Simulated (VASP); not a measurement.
Wanted: the native input for a VASP 6.6.1 run.

```yaml
Task: single point
Functional: PBEsol
Potentials_or_basis: VASP PAW PBE potentials, release 64 (W_sv, C)
Cutoff: 520 eV
k_mesh: 18 × 18 × 18
Occupations: gaussian, width 0.15 eV
Spin: no spin polarisation
Dipole_correction: no
Further_INCAR_settings: ALGO = Normal; EDIFF = 1e-06; NBANDS = 16
```

The structure of WC lies in POSCAR:

```
WC
1.0
    0.0000000000      2.3023182000      2.3023182000
    2.3023182000      0.0000000000      2.3023182000
    2.3023182000      2.3023182000      0.0000000000
W C
1 1
Direct
    0.0000000000      0.0000000000      0.0000000000
    0.5000000000      0.5000000000      0.5000000000
```

This cell differs from its parent crystal: strain +0.050 along x and y, +0.050 along z.

One way to write it, as run:

INCAR

```
SYSTEM = WC
ALGO = Normal
EDIFF = 1E-6
ENCUT = 520
GGA = PS
ISIF = 2
ISMEAR = 0
LASPH = .True.
LCHARG = .True.
LELF = .True.
LREAL = .False.
LVHAR = .True.
LWAVE = .False.
NBANDS = 16
NELM = 80
PREC = Accurate
SIGMA = 0.15
```

KPOINTS

```
k-points
0
Gamma
  18 18 18
  0 0 0
```

Potentials or basis: VASP PAW PBE potentials, release 64 (W_sv, C).

The run is started by

```sh
$ cat potpaw_PBE.64/W_sv/POTCAR potpaw_PBE.64/C/POTCAR > POTCAR
$ mpirun -np 1 vasp_std > vasp.out
```

It gave:

The pressure is -45.9 GPa. The band gap on the k mesh is zero (bands 9 and 10 overlap by 2.51 eV).

Caveat: the cell differs from its parent crystal (strain +0.050 along x and y, +0.050 along z); the cell stands under tension; the PAW data sets were made with another functional, which shifts forces and pressure a little; spin-orbit coupling is left out, which moves the levels of the heavy elements.

Run time: 120 s on 1 thread of AMD EPYC 7R43 64-Core Processor (Zen 3), on a shared host, peak memory 0.16 GiB.
